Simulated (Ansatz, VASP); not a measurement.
## H8C2O in VASP and in Ansatz

INCAR

```
ALGO = Normal ; EDIFF = 1E-6
EDIFFG = -0.3 ; ENCUT = 520
GGA = PE ; IBRION = 2
ISIF = 2 ; ISMEAR = -1
LASPH = T ; LCHARG = F
LREAL = Auto ; LWAVE = F
NELM = 60 ; NSW = 35
PREC = Accurate ; SIGMA = 0.02
```

Contents of KPOINTS:

```
k-points
0
Gamma
  1 1 1
```

File POSCAR:

```
H8C2O
1.0
    7.2495050000      0.0000000000      0.0000000000
    0.0000000000      7.2495050000      0.0000000000
    0.0000000000      0.0000000000      7.2495050000
H C O
24 6 3
Direct
   -0.0033377000      0.6620184000      0.6693830000
    0.0239008000      0.6726474000      0.7667736000
    0.1782181000      0.1847435000      0.9290518000
    0.1422899000      0.2443010000      0.8548770000
    0.7491015000      0.8904197000      0.8637295000
    0.7030699000      0.9434324000      0.7901728000
    0.3672015000      0.3502956000      0.6864822000
    0.2990774000      0.1017896000      0.4945384000
    0.5280234000      0.1827273000      0.4644558000
    0.3684160000      0.1517167000      0.1614464000
    0.1935695000      0.3053779000      0.2381401000
    0.4222440000      0.3862196000      0.2080932000
    0.4834083000      0.6470813000      0.2928141000
    0.2915771000      0.9045454000      0.2805004000
    0.1676987000      0.6980504000      0.3239300000
    0.0229270000      0.8759935000      0.0677499000
    0.2339437000      0.8680409000     -0.0566435000
    0.1102123000      0.6617908000     -0.0132654000
    0.6379296000      1.0452712000      0.0914346000
    0.7401397000      0.7668625000      0.2150479000
    0.5553879000      0.8634412000      0.3431553000
    0.8151185000      0.7752368000      0.5505460000
    0.9655594000      0.9214682000      0.4238617000
    0.7810268000      1.0179324000      0.5518171000
    0.3389669000      0.2686733000      0.2519949000
    0.3819372000      0.2208666000      0.4503988000
    0.1483880000      0.7957361000      0.0440134000
    0.2540067000      0.7698015000      0.2219688000
    0.8228190000      0.9006361000      0.4671143000
    0.6990365000      0.8855953000      0.2999387000
    0.3399764000      0.3797949000      0.5586521000
    0.4146340000      0.6644327000      0.1791436000
    0.7170794000      1.0537208000      0.1992115000
```

Input for Ansatz:

```yaml
accuracy: low
crystal:
  lattice:
    - [7.249505, 0.0, 0.0]
    - [0.0, 7.249505, 0.0]
    - [0.0, 0.0, 7.249505]
  atoms:
    - { symbol: H, position: [-0.0033377, 0.6620184, 0.669383] }
    - { symbol: H, position: [0.0239008, 0.6726474, 0.7667736] }
    - { symbol: H, position: [0.1782181, 0.1847435, 0.9290518] }
    - { symbol: H, position: [0.1422899, 0.244301, 0.854877] }
    - { symbol: H, position: [0.7491015, 0.8904197, 0.8637295] }
    - { symbol: H, position: [0.7030699, 0.9434324, 0.7901728] }
    - { symbol: C, position: [0.3389669, 0.2686733, 0.2519949] }
    - { symbol: C, position: [0.3819372, 0.2208666, 0.4503988] }
    - { symbol: O, position: [0.3399764, 0.3797949, 0.5586521] }
    - { symbol: H, position: [0.3672015, 0.3502956, 0.6864822] }
    - { symbol: H, position: [0.2990774, 0.1017896, 0.4945384] }
    - { symbol: H, position: [0.5280234, 0.1827273, 0.4644558] }
    - { symbol: H, position: [0.368416, 0.1517167, 0.1614464] }
    - { symbol: H, position: [0.1935695, 0.3053779, 0.2381401] }
    - { symbol: H, position: [0.422244, 0.3862196, 0.2080932] }
    - { symbol: C, position: [0.148388, 0.7957361, 0.0440134] }
    - { symbol: C, position: [0.2540067, 0.7698015, 0.2219688] }
    - { symbol: O, position: [0.414634, 0.6644327, 0.1791436] }
    - { symbol: H, position: [0.4834083, 0.6470813, 0.2928141] }
    - { symbol: H, position: [0.2915771, 0.9045454, 0.2805004] }
    - { symbol: H, position: [0.1676987, 0.6980504, 0.32393] }
    - { symbol: H, position: [0.022927, 0.8759935, 0.0677499] }
    - { symbol: H, position: [0.2339437, 0.8680409, -0.0566435] }
    - { symbol: H, position: [0.1102123, 0.6617908, -0.0132654] }
    - { symbol: C, position: [0.822819, 0.9006361, 0.4671143] }
    - { symbol: C, position: [0.6990365, 0.8855953, 0.2999387] }
    - { symbol: O, position: [0.7170794, 1.0537208, 0.1992115] }
    - { symbol: H, position: [0.6379296, 1.0452712, 0.0914346] }
    - { symbol: H, position: [0.7401397, 0.7668625, 0.2150479] }
    - { symbol: H, position: [0.5553879, 0.8634412, 0.3431553] }
    - { symbol: H, position: [0.8151185, 0.7752368, 0.550546] }
    - { symbol: H, position: [0.9655594, 0.9214682, 0.4238617] }
    - { symbol: H, position: [0.7810268, 1.0179324, 0.5518171] }
basis:
  ecutwfc: 420.0
kpoints:
  mp_grid: { grid: [1, 1, 1] }
hamiltonian:
  xc: pbe
scf:
  occupations: { method: fermi_dirac, width: 0.02 }
  lower_state_search: "off"
relax:
  f_tol: 0.3
  max_steps: 15
  adjacent_minimum: "off"
output:
  write_density: true
  write_potential: true
  elf: true
  volumetric_format: npy
```

Alike in both runs: task relaxation of the atoms; functional PBE; k mesh 1 × 1 × 1; occupations fermi-dirac, width 0.02 eV; no spin polarisation.

|  | VASP | Ansatz |
| --- | --- | --- |
| version | VASP 6.6.1 | Ansatz 0.2.0 |
| potentials or method | VASP PAW PBE potentials, release 64 (H, C, O), cutoff 520 eV | scalar-relativistic, plane waves, PAW |
| valence electrons in the cell | 66 | 66 |

Ansatz gave:

```
gap on the k mesh at the Fermi level, each at its own relaxed structure (eV) : 5.27
```

Estimate VASP's values.

gap on the k mesh at the Fermi level, each at its own relaxed structure (eV): 5.28.

Ansatz's warnings: xc potential rough in thin density.
